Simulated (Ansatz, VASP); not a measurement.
Ti in VASP and in Ansatz

The input INCAR:

```
SYSTEM = Ti
ALGO = Normal
EDIFF = 1E-6
ENCUT = 500
GGA = PS
GGA_COMPAT = .FALSE.
ISIF = 2
ISMEAR = 0
LASPH = .TRUE.
LCHARG = .FALSE.
LREAL = .FALSE.
LWAVE = .FALSE.
NBANDS = 19
NELM = 120
PREC = Accurate
SIGMA = 0.1
```

The input KPOINTS:

```
k-points
0
G
  6 6 4
  0 0 0
```

File POSCAR:

```
Ti
1.0
    2.9357319200      0.0000000000      0.0000000000
   -1.4678659600      2.5424184200      0.0000000000
    0.0000000000      0.0000000000      4.6408561500
Ti
2
Direct
    0.3333333300      0.6666666700      0.2500000000
    0.6666666700      0.3333333300      0.7500000000
```

Input for Ansatz:

```yaml
crystal:
  lattice:
    - [2.93573192, 0.0, 0.0]
    - [-1.46786596, 2.54241842, 0.0]
    - [0.0, 0.0, 4.64085615]
  atoms:
    - { symbol: Ti, position: [0.33333333, 0.66666667, 0.25] }
    - { symbol: Ti, position: [0.66666667, 0.33333333, 0.75] }
basis:
  ecutwfc: 420
kpoints:
  mp_grid: { grid: [6, 6, 4] }
hamiltonian:
  xc: pbesol
scf:
  occupations: { method: gaussian, width: 0.1 }
output:
  forces: true
  stress: true
  eigenvalues: true
```

Alike in both runs: task single point; functional PBEsol; k mesh 6 × 6 × 4; occupations gaussian, width 0.1 eV; no spin polarisation.

|  | VASP | Ansatz |
| --- | --- | --- |
| version | VASP 6.6.1 | Ansatz 0.2.0 |
| potentials or method | VASP PAW PBE potentials, release 64 (Ti_sv), cutoff 500 eV | scalar-relativistic, plane waves, PAW |
| valence electrons in the cell | 24 | 24 |

|  | VASP | Ansatz | Ansatz less VASP |
| --- | --- | --- | --- |
| gap on the k mesh at the Fermi level (eV) | none | none | - |
| pressure (GPa) | -4.2 | -3.9 | +0.26 |
| traceless stress, the component that is largest in VASP (GPa) | 0.61 | 0.60 | -0.004 |

VASP's potentials were made for PBE, not for PBEsol. A gap of «none» marks a metal or a gap that the smearing closes.

The k mesh is coarse, so the values compare programs but aren't converged.
